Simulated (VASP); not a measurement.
# Mg (Fm-3m) in VASP: further runs

Runs on Mg. Level: PBE. Tasks: electric field gradients.

All numbers are computed with VASP 6.6.1; they aren't measurements. Logs are shortened: lines on timing, memory, paths and dates and some standing lists are left out, and cuts for length are marked.

## (1) The cell of the first run

Symmetry: Fm-3m, No. 225, cubic system. The conventional cell has a = 4.548 Å, b = 4.548 Å, c = 4.548 Å, α = 90.00°, β = 90.00°, γ = 90.00°. Within 4.2 Å of Mg (site symmetry m-3m) lie 12 Mg at 3.22 Å.

## (2) Electric field gradients, PBE (volume scaled by 1.04)

Contents of INCAR:

```
PREC = Accurate
ENCUT = 520
EDIFF = 1E-8
ISMEAR = -1
SIGMA = 0.03
LREAL = F
LASPH = T
NELM = 60
ALGO = Normal
ISIF = 2
LWAVE = F
LCHARG = F
GGA = PE
LEFG = T
NBANDS = 7
```

Contents of KPOINTS:

```
regular mesh
0
Gamma
  16 16 16
```

Contents of POSCAR:

```
Mg
1.0
    0.0000000000      2.2737890710      2.2737890710
    2.2737890710      0.0000000000      2.2737890710
    2.2737890710      2.2737890710      0.0000000000
Mg
1
Direct
    0.0000000000      0.0000000000      0.0000000000
```

Potentials or basis: VASP PAW PBE potentials, release 64 (Mg).

The run is started by

```bash
$ cat potpaw_PBE.64/Mg/POTCAR > POTCAR
$ mpirun -np 1 vasp_std > vasp.out
```

OUTCAR:

```text
PREC = Accurate
   ENCUT = 520
   EDIFF = 1E-8
   ISMEAR = -1
   LREAL = F
   LASPH = T
   NELM = 60
   ISIF = 2
   GGA = PE

 ion  position               nearest neighbor table
   1  0.000  0.000  0.000-

  LATTYP: Found a face centered cubic cell.
 ALAT       =     4.5475781420

  Lattice vectors:

 A1 = (   0.0000000000,   2.2737890710,   2.2737890710)
 A2 = (   2.2737890710,   0.0000000000,   2.2737890710)
 A3 = (   2.2737890710,   2.2737890710,   0.0000000000)

Analysis of symmetry for initial positions (statically):
=====================================================================
 Subroutine PRICEL returns:
 Original cell was already a primitive cell.

 Routine SETGRP: Setting up the symmetry group for a
 face centered cubic supercell.

 Subroutine GETGRP returns: Found 48 space group operations
 (whereof 48 operations were pure point group operations)
 out of a pool of 48 trial point group operations.

The static configuration has the point symmetry O_h .

Analysis of symmetry for dynamics (positions and initial velocities):
=====================================================================
 Subroutine PRICEL returns:
 Original cell was already a primitive cell.

 Routine SETGRP: Setting up the symmetry group for a
 face centered cubic supercell.

 Subroutine GETGRP returns: Found 48 space group operations
 (whereof 48 operations were pure point group operations)
 out of a pool of 48 trial point group operations.

The dynamic configuration has the point symmetry O_h .

 Subroutine INISYM returns: Found 48 space group operations
 (whereof 48 operations are pure point group operations),
 and found     1 'primitive' translations

----------------------------------------------------------------------------------------

                                     Primitive cell

  volume of cell :      23.5115

  direct lattice vectors                    reciprocal lattice vectors
     0.000000000  2.273789071  2.273789071    -0.219897266  0.219897266  0.219897266
     2.273789071  0.000000000  2.273789071     0.219897266 -0.219897266  0.219897266
     2.273789071  2.273789071  0.000000000     0.219897266  0.219897266 -0.219897266

  length of vectors
     3.215623342  3.215623342  3.215623342     0.380873237  0.380873237  0.380873237

  position of ions in fractional coordinates (direct lattice)
     0.000000000  0.000000000  0.000000000

  ion indices of the primitive-cell ions
   primitive index   ion index
                 1           1

----------------------------------------------------------------------------------------

 KPOINTS: regular mesh

Automatic generation of k-mesh.
 Grid dimensions read from file:
 generate k-points for:   16   16   16

 Generating k-lattice:

  Cartesian coordinates                     Fractional coordinates (reciprocal lattice)
    -0.013743579  0.013743579  0.013743579     0.062500000  0.000000000  0.000000000
     0.013743579 -0.013743579  0.013743579     0.000000000  0.062500000  0.000000000
     0.013743579  0.013743579 -0.013743579     0.000000000  0.000000000  0.062500000

  Length of vectors
     0.023804577  0.023804577  0.023804577

  Shift w.r.t. Gamma in fractional coordinates (k-lattice)
     0.000000000  0.000000000  0.000000000

 Subroutine IBZKPT returns following result:
 ===========================================

 Found    145 irreducible k-points:

 Following reciprocal coordinates:
            Coordinates               Weight
  0.000000  0.000000  0.000000      1.000000
  0.062500  0.000000  0.000000      8.000000
  0.125000  0.000000  0.000000      8.000000
  0.187500  0.000000  0.000000      8.000000
  0.250000  0.000000  0.000000      8.000000
  0.312500  0.000000  0.000000      8.000000
[... 16 lines left out ...]
 -0.125000  0.062500  0.000000     24.000000
 -0.062500  0.062500  0.000000     12.000000
 [... further k-points ...]
   k-points           NKPTS =    145   k-points in BZ     NKDIM =    145   number of bands    NBANDS=      7
   number of dos      NEDOS =    301   number of ions     NIONS =      1
   total plane-waves  NPLWV =  13824
   dimension x,y,z NGX =    24 NGY =   24 NGZ =   24
   dimension x,y,z NGXF=    48 NGYF=   48 NGZF=   48
   ions per type =               1
   NGX,Y,Z   is equivalent  to a cutoff of  12.41, 12.41, 12.41 a.u.
   NGXF,Y,Z  is equivalent  to a cutoff of  24.82, 24.82, 24.82 a.u.
 SYSTEM =  unknown system
   PREC   = accura    normal or accurate (medium, high low for compatibility)
   ISTART =      0    job   : 0-new  1-cont  2-samecut
   ICHARG =      2    charge: 1-file 2-atom 10-const
   ISPIN  =      1    spin polarized calculation?
   LNONCOLLINEAR =      F non collinear calculations
   LSORBIT =      F    spin-orbit coupling
   LASPH  =      T    aspherical Exc in radial PAW
   ENCUT  =  520.0 eV  38.22 Ry    6.18 a.u.   5.98  5.98  5.98*2*pi/ulx,y,z
   NELM   =     60;   NELMIN=  2; NELMDL= -5     # of ELM steps
   EDIFF  = 0.1E-07   stopping-criterion for ELM
   LREAL  =      F    real-space projection
   EDIFFG = 0.1E-06   stopping-criterion for IOM
   NSW    =      0    number of steps for IOM
   IBRION =     -1    ionic relax: 0-MD 1-quasi-New 2-CG
   NFREE  =      0    steps in history (QN), initial steepest desc. (CG)
   ISIF   =      2    stress and relaxation
   ISYM   =      2    0-nonsym 1-usesym 2-fastsym
   POTIM  = 0.5000    time-step for ionic-motion
   TEBEG  =    0.0;   TEEND  =   0.0 temperature during run
   PSTRESS=    0.0 pullay stress
   NELECT =       2.0000    total number of electrons
   NUPDOWN=      -1.0000    fix difference up-down
   EMIN   =  10.00;   EMAX   =-10.00  energy-range for DOS
   EFERMI =   0.00;   METHOD = LEGACY
   ISMEAR =    -1;   SIGMA  =   0.03  broadening in eV -4-tet -1-fermi 0-gaus
   EFERMI_NEDOS =   21; number of points for ismear=-14 and -15
   IALGO  =     38    algorithm
   IMIX   =      4    mixing-type and parameters
     AMIX     =   0.40;   BMIX     =  1.00
     AMIX_MAG =   1.60;   BMIX_MAG =  1.00
  volume/ion in A,a.u.               =      23.51       158.66
  Fermi-wavevector in a.u.,A,eV,Ry     =   0.719987  1.360578  7.053006  0.518381
  Thomas-Fermi vector in A             =   1.809323
   LORBIT       =      0    0 simple, 1 ext, 2 COOP (PROOUT), +10 PAW based schemes
   GGA     = PE    functional components
[... 5 lines left out ...]
 non-spin polarized calculation
  energy-cutoff  :      520.00
  volume of cell :       23.51
 maximum number of plane-waves:       648
   NGX = 11   NGY = 11   NGZ = 11

 number of electron       2.0000000 magnetization

 Free energy of the ion-electron system (eV)
  ---------------------------------------------------
  ext. energy  EPLUGINS =         0.00000000
  ---------------------------------------------------
  free energy    TOTEN  =        -1.49138064 eV

  energy without entropy =       -1.48965415  energy(sigma->0) =       -1.49051740

 E-fermi :   2.4855     XC(G=0):  -8.4181

 val. band max:        2.4418294749   @ k =  -0.3750   0.1875   0.0625
 cond. band min:       2.4932759423   @ k =  -0.3750   0.4375   0.1250
 fundamental gap:      0.0514464674
 Fermi energy:         2.4854905649

 k-point     1 :       0.0000    0.0000    0.0000
  band No.  band energies     occupation
      1      -4.3200      2.00000
      2      14.7109      0.00000
      3      14.7109      0.00000
      4      14.7109      0.00000
      5      16.5172      0.00000
      6      16.5172      0.00000
      7      16.5172      0.00000

 k-point     2 :       0.0625    0.0000    0.0000
  band No.  band energies     occupation
      1      -4.2345      2.00000
      2      13.3173      0.00000
      3      14.4951      0.00000
      4      14.4951      0.00000
      5      16.5908      0.00000
      6      16.8776      0.00000
      7      16.8776      0.00000

 k-point     3 :       0.1250    0.0000    0.0000
  band No.  band energies     occupation
      1      -3.9785      2.00000
      2      11.2896      0.00000
      3      14.1059      0.00000
      4      14.1059      0.00000
      5      16.3395      0.00000
      6      17.6954      0.00000
      7      17.6954      0.00000

 k-point     4 :       0.1875    0.0000    0.0000
  band No.  band energies     occupation
      1      -3.5532      2.00000
      2       9.2846      0.00000
      3      13.7631      0.00000
      4      13.7631      0.00000
      5      16.0506      0.00000
      6      17.7247      0.00000
      7      17.7247      0.00000

 k-point     5 :       0.2500    0.0000    0.0000
  band No.  band energies     occupation
      1      -2.9609      2.00000
      2       7.3756      0.00000
      3      13.5274      0.00000
      4      13.5274      0.00000
      5      15.8256      0.00000
      6      16.7264      0.00000
      7      16.7264      0.00000

 k-point     6 :       0.3125    0.0000    0.0000
  band No.  band energies     occupation
      1      -2.2045      2.00000
      2       5.5864      0.00000
      3      13.4148      0.00000
      4      13.4148      0.00000
      5      15.7100      0.00000
      6      15.8546      0.00000
      7      15.8546      0.00000

 k-point     7 :       0.3750    0.0000    0.0000
  band No.  band energies     occupation
      1      -1.2882      2.00000
      2       3.9292      0.00000
      3      13.4259      0.00000
      4      13.4259      0.00000
      5      15.1333      0.00000
      6      15.1333      0.00000
      7      15.7134      0.00000
[... 121 lines left out ...]
 k-point    20 :      -0.3125    0.0625    0.0000
  band No.  band energies     occupation
      1      -1.8425      2.00000
      2       5.0849      0.00000
      3      11.7993      0.00000
      4      14.2878      0.00000
      5      14.8343      0.00000
      6      15.6799      0.00000
      7      16.5346      0.00000

 k-point    21 :      -0.2500    0.0625    0.0000
  band No.  band energies     occupation
      1      -2.6520      2.00000
      2       6.8256      0.00000
      3      11.8794      0.00000
      4      14.5291      0.00000
      5      15.4775      0.00000
      6      16.2990      0.00000
      7      16.8005      0.00000

 k-point    22 :      -0.1875    0.0625    0.0000
  band No.  band energies     occupation
      1      -3.2989      2.00000
      2       8.6835      0.00000
      3      12.1062      0.00000
      4      14.7158      0.00000
      5      16.4264      0.00000
      6      16.5966      0.00000
      7      17.6116      0.00000

 k-point    23 :      -0.1250    0.0625    0.0000
  band No.  band energies     occupation
      1      -3.7798      2.00000
      2      10.6205      0.00000
      3      12.4917      0.00000
      4      14.9221      0.00000
      5      16.8389      0.00000
      6      17.2279      0.00000
      7      17.5328      0.00000

 k-point    24 :      -0.0625    0.0625    0.0000
  band No.  band energies     occupation
      1      -4.0922      2.00000
      2      12.4110      0.00000
      3      13.1872      0.00000
      4      14.9323      0.00000
      5      16.6852      0.00000
      6      16.9073      0.00000
      7      17.5139      0.00000

 [... further k-points ...]

------------------------ aborting loop because EDIFF is reached ----------------------------------------

  FORCE on cell =-STRESS in cart. coord.  units (eV):
  Direction    XX          YY          ZZ          XY          YZ          ZX
  --------------------------------------------------------------------------------------
  -------------------------------------------------------------------------------------
  Total       -0.0999779     -0.0999779     -0.0999779      0.0000000      0.0000000     -0.0000000
  in kB       -6.8129328     -6.8129328     -6.8129328      0.0000000      0.0000000     -0.0000000
  external PRESSURE =      -6.8129328 kB  Pullay stress =       0.0000000 kB

 VOLUME and BASIS-vectors are now :
 -----------------------------------------------------------------------------
  energy-cutoff  :      520.00
  volume of cell :       23.51
      direct lattice vectors                 reciprocal lattice vectors
     0.000000000  2.273789071  2.273789071    -0.219897266  0.219897266  0.219897266
     2.273789071  0.000000000  2.273789071     0.219897266 -0.219897266  0.219897266
     2.273789071  2.273789071  0.000000000     0.219897266  0.219897266 -0.219897266

 POSITION                                       TOTAL-FORCE (eV/Angst)
 -----------------------------------------------------------------------------------
      0.00000      0.00000      0.00000         0.000000      0.000000      0.000000
 -----------------------------------------------------------------------------------
    total drift:                               -0.000000      0.000000      0.000000

  FREE ENERGIE OF THE ION-ELECTRON SYSTEM (eV)
  ---------------------------------------------------
  free  energy   TOTEN  =        -1.4913806423 eV

  energy  without entropy=       -1.4896541529  energy(sigma->0) =       -1.49051740

 Electric field gradients (V/A^2)
---------------------------------------------------------------------
 ion       V_xx      V_yy      V_zz      V_xy      V_xz      V_yz
---------------------------------------------------------------------
   1       0.000     0.000     0.000    -0.000    -0.000    -0.000
---------------------------------------------------------------------

 Electric field gradients after diagonalization (V/A^2)
 (convention: |V_zz| > |V_xx| > |V_yy|)
----------------------------------------------------------------------
 ion       V_xx      V_yy      V_zz     asymmetry (V_yy - V_xx)/ V_zz
----------------------------------------------------------------------
   1       0.000     0.000    -0.000       0.000
----------------------------------------------------------------------

           NMR quadrupolar parameters

 Cq : quadrupolar parameter    Cq=e*Q*V_zz/h
 eta: asymmetry parameters     (V_yy - V_xx)/ V_zz
 Q  : nuclear electric quadrupole moment in mb (millibarn)
----------------------------------------------------------------------
 ion       Cq(MHz)       eta       Q (mb)
----------------------------------------------------------------------
   1      -0.000       0.000       1.000
----------------------------------------------------------------------
```

Run time: 27 s. Hardware: 1 thread of AMD EPYC 7R43 (Zen 3), shared host; peak memory 0.11 GiB.

What came out:

- Free energy: -1.4914 eV
- Pressure: -0.7 GPa
- Band gap on the k mesh: zero (band 1 reaches 3.93 eV, above the bottom of band 2 at 1.21 eV)

Caveat: without QUAD_EFG the Cq values of the log hold for a quadrupole moment of 1 mb, not for the nuclei.

## (3) Electric field gradients, PBE (volume scaled by 1.04)

Contents of INCAR:

```
SYSTEM = Mg
  PREC = Accurate
  ENCUT = 520
  EDIFF = 1E-8
  ISMEAR = -1
  SIGMA = 0.03
  LREAL = .FALSE.
  LASPH = .TRUE.
  NELM = 80
  ALGO = Normal
  ISIF = 2
  LWAVE = .FALSE.
  LCHARG = .FALSE.
  GGA = PE
  LEFG = .TRUE.
  NBANDS = 7
```

Contents of KPOINTS:

```
Automatic mesh
0
G
  16 16 16
  0 0 0
```

POSCAR is that of step 2.

Potentials or basis: VASP PAW PBE potentials, release 64 (Mg).

The run is started by

```bash
$ cat potpaw_PBE.64/Mg/POTCAR > POTCAR
$ mpirun -np 1 vasp_std > vasp.out
```

OUTCAR:

```text
SYSTEM = Mg
   PREC = Accurate
   ENCUT = 520
   EDIFF = 1E-8
   ISMEAR = -1
   LREAL = .FALSE.
   LASPH = .TRUE.
   NELM = 80
   ISIF = 2
   GGA = PE

 ion  position               nearest neighbor table
   1  0.000  0.000  0.000-

  LATTYP: Found a face centered cubic cell.
 ALAT       =     4.5475781420

  Lattice vectors:

 A1 = (   0.0000000000,   2.2737890710,   2.2737890710)
 A2 = (   2.2737890710,   0.0000000000,   2.2737890710)
 A3 = (   2.2737890710,   2.2737890710,   0.0000000000)

[... 443 lines left out ...]
    total drift:                               -0.000000      0.000000      0.000000

  FREE ENERGIE OF THE ION-ELECTRON SYSTEM (eV)
  ---------------------------------------------------
  free  energy   TOTEN  =        -1.4913806423 eV

  energy  without entropy=       -1.4896541529  energy(sigma->0) =       -1.49051740

 Electric field gradients (V/A^2)
---------------------------------------------------------------------
 ion       V_xx      V_yy      V_zz      V_xy      V_xz      V_yz
---------------------------------------------------------------------
   1       0.000     0.000     0.000    -0.000    -0.000    -0.000
---------------------------------------------------------------------

 Electric field gradients after diagonalization (V/A^2)
 (convention: |V_zz| > |V_xx| > |V_yy|)
----------------------------------------------------------------------
 ion       V_xx      V_yy      V_zz     asymmetry (V_yy - V_xx)/ V_zz
----------------------------------------------------------------------
   1       0.000     0.000    -0.000       0.000
----------------------------------------------------------------------

           NMR quadrupolar parameters

 Cq : quadrupolar parameter    Cq=e*Q*V_zz/h
 eta: asymmetry parameters     (V_yy - V_xx)/ V_zz
 Q  : nuclear electric quadrupole moment in mb (millibarn)
----------------------------------------------------------------------
 ion       Cq(MHz)       eta       Q (mb)
----------------------------------------------------------------------
   1      -0.000       0.000       1.000
----------------------------------------------------------------------
```

stdout:

```text
POSCAR found type information on POSCAR Mg
 POSCAR found :  1 types and       1 ions
 scaLAPACK will be used
 LDA part: xc-table for (Slater+PW92), standard interpolation
 POSCAR, INCAR and KPOINTS ok, starting setup
 FFT: planning ... GRIDC
 FFT: planning ... GRID_SOFT
 FFT: planning ... GRID
 WAVECAR not read
 entering main loop
ion   1
```

Run time: 29 s. Hardware: 1 thread of AMD EPYC 7R43 (Zen 3), shared host; peak memory 0.12 GiB.

Results:

- Free energy: -1.4914 eV
- Pressure: -0.7 GPa
- Band gap on the k mesh: zero (band 1 reaches 3.93 eV, above the bottom of band 2 at 1.21 eV)

Levels at points of the mesh, in eV from the Fermi level:
| k point | band 1 | band 2 | band 3 | band 4 |
| --- | --- | --- | --- | --- |
| (0.00, 0.00, 0.00) | -6.81 | 12.23 | 12.23 | 12.23 |
| (0.50, 0.00, 0.00) | -1.65 | -1.27 | 11.15 | 11.15 |
| (0.50, 0.50, 0.00) | -0.20 | 0.80 | 6.06 | 6.84 |

Caveat: without QUAD_EFG the Cq values of the log hold for a quadrupole moment of 1 mb, not for the nuclei.

(Continued in part 2 of 2.)
